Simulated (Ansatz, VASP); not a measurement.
# WC in VASP and in Ansatz

The input INCAR:

```
SYSTEM = WC
  PREC = Accurate
  ENCUT = 600
  EDIFF = 1E-7
  ISMEAR = -1
  SIGMA = 0.15
  LREAL = .FALSE.
  LASPH = .TRUE.
  NELM = 100
  ALGO = Normal
  ISIF = 3
  LWAVE = .FALSE.
  LCHARG = .FALSE.
  GGA = PE
  IBRION = 2
  NSW = 80
  EDIFFG = -0.001
```

KPOINTS

```
Automatic mesh
0
G
  18 18 14
  0 0 0
```

POSCAR

```
WC
1.0
    2.9218847921      0.0000000000      0.0000000000
   -1.4609423961      2.5304264569      0.0000000000
    0.0000000000      0.0000000000      2.8472479463
W C
1 1
Direct
    0.0000000000      0.0000000000      0.0000000000
    0.6666666667      0.3333333333      0.5000000000
```

Input for Ansatz:

```yaml
crystal:
  lattice:
    - [2.9218847921, 0.0, 0.0]
    - [-1.4609423961, 2.5304264569, 0.0]
    - [0.0, 0.0, 2.8472479463]
  atoms:
    - { symbol: W, position: [0.0, 0.0, 0.0] }
    - { symbol: C, position: [0.6666666667, 0.3333333333, 0.5] }
basis:
  ecutwfc: 420
kpoints:
  mp_grid: { grid: [18, 18, 14] }
hamiltonian:
  xc: pbe
  pseudopotentials: { kind: paw, azcp: { folder: soft_1 } }
scf:
  occupations: { method: fermi_dirac, width: 0.15 }
output:
  forces: true
  stress: true
  eigenvalues: true
relax:
  adjacent_minimum: "off"
  f_tol: 0.001
  max_steps: 60
  cell: { stress_tol: 0.01 }
```

Alike in both runs: task relaxation of cell and atoms; functional PBE; k mesh 18 × 18 × 14; occupations fermi-dirac, width 0.15 eV; no spin polarisation.

|  | VASP | Ansatz |
| --- | --- | --- |
| version | VASP 6.6.1 | Ansatz 0.2.0 |
| potentials or method | VASP PAW PBE potentials, release 64 (W_sv, C), cutoff 600 eV | scalar-relativistic, plane waves, PAW |
| valence electrons in the cell | 18 | 18 |

|  | VASP | Ansatz | Ansatz less VASP |
| --- | --- | --- | --- |
| gap on the k mesh at the Fermi level, each at its own relaxed structure (eV) | none | none | - |
| relaxed volume (Å³/atom) | 10.55 | 10.53 | -0.025 |
| relaxed cell length with the largest relative difference (Å) | 2.849 | 2.846 | -0.0025 |

A gap of «none» marks a metal or a gap that the smearing closes.

Neither program's run includes spin-orbit coupling.
